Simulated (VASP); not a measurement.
Input of a VASP 6.6.1 run:

File POSCAR:

```
ZrO2
1.0
    3.6010266379      0.0000000000      0.0000000000
    0.0000000000      3.6010266379      0.0000000000
    0.0000000000      0.0000000000      5.2271836010
Zr O
2 4
Direct
    0.0000000000      0.0000000000      0.0000000000
    0.5000000000      0.5000000000      0.5000000000
    0.0000000000      0.5000000000      0.1969684769
    0.0000000000      0.5000000000      0.6969684769
    0.5000000000      0.0000000000      0.3030315231
    0.5000000000      0.0000000000      0.8030315231
```

INCAR.step1

```
SYSTEM = ZrO2
PREC = Accurate
ENCUT = 580
EDIFF = 1E-5
ISMEAR = 0
SIGMA = 0.01
LREAL = .FALSE.
LASPH = .TRUE.
NELM = 120
ALGO = Normal
ISIF = 2
LWAVE = .TRUE.
LCHARG = .FALSE.
GGA = PE
NBANDS = 33
GGA_COMPAT = .FALSE.
KPAR = 4
```

INCAR.step2

```
SYSTEM = ZrO2
PREC = Accurate
ENCUT = 580
EDIFF = 1E-6
ISMEAR = 0
SIGMA = 0.01
LREAL = .FALSE.
LASPH = .TRUE.
NELM = 120
ALGO = Normal
ISIF = 2
LWAVE = .FALSE.
LCHARG = .FALSE.
METAGGA = R2SCAN
LHFCALC = .TRUE.
AEXX = 0.1
LMIXTAU = .TRUE.
PRECFOCK = Normal
ISTART = 1
NBANDS = 33
GGA_COMPAT = .FALSE.
KPAR = 4
```

Contents of KPOINTS:

```
Automatic mesh
0
G
  4 4 4
  0 0 0
```

Potentials or basis: VASP PAW PBE potentials, release 64 (Zr_sv, O).

Command:

```bash
$ cat potpaw_PBE.64/Zr_sv/POTCAR potpaw_PBE.64/O/POTCAR > POTCAR
$ cp INCAR.step1 INCAR
$ mpirun -np 4 vasp_std > vasp.out
$ cp INCAR.step2 INCAR
$ mpirun -np 4 vasp_std > vasp.out
```

(1) Estimate the pressure.

(2) Estimate the band gap on the k mesh.

Answers

(1) -1.5 GPa.

(2) 5.50 eV (least direct gap 5.59 eV).

Caveat: the k points lie up to 0.44 Å⁻¹ apart; the PAW data sets were made with another functional, which shifts forces and pressure a little.
